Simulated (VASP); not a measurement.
The system is PbS.

```xyz
8
Lattice="5.9300 0.0000 0.0000 0.0000 5.9300 0.0000 0.0000 0.0000 5.9300" Properties=species:S:1:pos:R:3 pbc="T T T"
S     0.0000    0.0000    0.0000
S     0.0000    2.9650    2.9650
S     2.9650    0.0000    2.9650
S     2.9650    2.9650    0.0000
Pb    2.9650    2.9650    2.9650
Pb    0.0000    0.0000    2.9650
Pb    0.0000    2.9650    0.0000
Pb    2.9650    0.0000    0.0000
```

| Item | Value |
| --- | --- |
| Program | VASP 6.6.1 |
| Task | relaxation of cell and atoms |
| Functional | LDA |
| Potentials or basis | VASP PAW LDA potentials, release 64 (S, Pb_d) |
| Cutoff | 500 eV |
| k mesh | 4 × 4 × 4 |
| Occupations | gaussian, width 0.01 eV |
| Spin | no spin polarisation |

At the start: pressure -2.3 GPa; volume 26.07 Å³/atom.

Where does the relaxation end?

Over 4 steps the energy falls by 7.6 meV/atom and the volume is 25.06 Å³/atom (-3.9 %); space group Fm-3m (No. 225, to 0.1 Å) before and after.

The path:
| step | energy change (eV) | largest force (eV/Å) | pressure (GPa) | volume (Å³) |
| --- | --- | --- | --- | --- |
| 1 | 0.0000 | 0.0000 | -2.35 | 208.53 |
| 2 | -0.0518 | 0.0000 | 0.78 | 197.22 |
| 3 | -0.0610 | 0.0000 | 0.07 | 200.25 |
| 4 | -0.0610 | 0.0000 | 0.00 | 200.48 |

Final structure:
```xyz
8
Lattice="5.8527 0.0000 0.0000 0.0000 5.8527 0.0000 0.0000 0.0000 5.8527" Properties=species:S:1:pos:R:3 pbc="T T T"
S     0.0000    0.0000    0.0000
S     0.0000    2.9264    2.9264
S     2.9264    0.0000    2.9264
S     2.9264    2.9264    0.0000
Pb    2.9264    2.9264    2.9264
Pb    0.0000    0.0000    2.9264
Pb    0.0000    2.9264    0.0000
Pb    2.9264    0.0000    0.0000
```
